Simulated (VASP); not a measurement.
Crystal: Ag.

```
Ag
1.0
     2.93000    0.00000    0.00000
    -1.46500    2.53745    0.00000
     0.00000    0.00000    4.79000
Ag
2
Direct
  0.33333 0.66667 0.25000
  0.66667 0.33333 0.75000
```

This isn't the form of Ag at room conditions, which is fcc.

Base run:

```yaml
Program: VASP 6.6.1
Functional: PBEsol
Potentials_or_basis: VASP PAW PBE potentials, release 64 (Ag)
Cutoff: 520 eV
k_mesh: 14 × 14 × 8
Occupations: fermi-dirac, width 0.05 eV
Spin: no spin polarisation
```

Its results: band gap on the k mesh zero (bands 11 and 12 overlap by 6.87 eV); pressure -6.4 GPa.

The run is repeated on the same cell with these changes: functional from PBEsol to PBE. What comes out?

Band gap on the k mesh zero (bands 11 and 12 overlap by 6.96 eV); pressure 0.4 GPa.

PBE binds less tightly than PBEsol, so the same cell stands under more pressure.

Caveats: the cell stands under tension (at least some runs); the PAW data sets were made with another functional, which shifts forces and pressure a little (at least some runs).
